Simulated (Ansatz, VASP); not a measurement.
**MgS in VASP and in Ansatz**

```
Mg S
1.0
     0.00000    2.83088    2.83088
     2.68933    0.00000    2.83088
     2.68933    2.83088    0.00000
Mg S
1 1
Direct
  0.00000 0.00000 0.00000
  0.25000 0.25000 0.25000
```

Change from the starting cell: uniaxial_x strain -5.0%.

Alike in both runs: task single point; functional HSE06; k mesh 6 × 6 × 6; no spin polarisation.

|  | VASP | Ansatz |
| --- | --- | --- |
| version | VASP 6.6.1 | Ansatz 0.2.0 |
| potentials or method | VASP PAW PBE potentials, release 64 (Mg, S) | plane waves, PAW |
| plane-wave cutoff (eV) | 520 | 420 |
| occupations | gaussian, width 0.01 eV | fixed |
| valence electrons in the cell | 8 | 16 |

```tsv
	VASP	Ansatz	Ansatz less VASP
gap on the k mesh at the Fermi level (eV)	4.65	4.66	+0.007
pressure (GPa)	3.2	3.3	+0.17
traceless stress, the component that is largest in VASP (GPa)	0.53	0.52	-0.010
```

VASP's potentials hold 8 valence electrons a cell and Ansatz's 16, so a difference there can come from the potentials and not from the codes. Ansatz's warnings: stress exchange threshold loose, stress scf threshold loose.
